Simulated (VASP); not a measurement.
Input of a VASP 6.6.1 run:

POSCAR

```
TeAs
1.0
    0.0000000000      2.9700000000      2.9700000000
    2.9700000000      0.0000000000      2.9700000000
    2.9700000000      2.9700000000      0.0000000000
Te As
1 1
Direct
    0.0000000000      0.0000000000      0.0000000000
    0.5000000000      0.5000000000      0.5000000000
```

INCAR.step1

```
PREC = Accurate
ENCUT = 550
ISMEAR = 1
SIGMA = 0.05
LREAL = False
LASPH = True
NELM = 120
GGA = PE
ALGO = Normal
EDIFF = 1E-5
LWAVE = True
LCHARG = False
GGA_COMPAT = False
IBRION = 2
ISIF = 3
EDIFFG = -0.005
NELMIN = 4
NSW = 100
```

The input INCAR.step2:

```
PREC = Accurate
ENCUT = 550
EDIFF = 1E-7
ISMEAR = 1
SIGMA = 0.05
LREAL = False
LASPH = True
NELM = 120
ALGO = Normal
ISIF = 3
LWAVE = False
LCHARG = False
METAGGA = R2SCAN
LMIXTAU = True
IBRION = 2
NSW = 80
EDIFFG = -0.03
PSTRESS = 300.0
ISTART = 1
GGA_COMPAT = False
NELMIN = 4
```

The input KPOINTS:

```
Automatic mesh
0
Gamma
  6 6 6
```

Potentials or basis: VASP PAW PBE potentials, release 64 (Te, As).

Run with:

```console
$ cat potpaw_PBE.64/Te/POTCAR potpaw_PBE.64/As/POTCAR > POTCAR
$ cp INCAR.step1 INCAR
$ mpirun -np 1 vasp_std > vasp.out
$ cp INCAR.step2 INCAR
$ mpirun -np 1 vasp_std > vasp.out
```

Task: Predict the relaxed cell.

Result: a = 3.838 Å, b = 3.838 Å, c = 3.838 Å, α = 60.00°, β = 60.00°, γ = 60.00°.

Task: What does it give for the space group after relaxing (to 0.1 Å)?

Result: Fm-3m (No. 225).

Final structure:
```
Te As
1.0
     0.00000    2.71398    2.71398
     2.71398    0.00000    2.71398
     2.71398    2.71398    0.00000
Te As
1 1
Direct
  0.00000 0.00000 0.00000
  0.50000 0.50000 0.50000
```
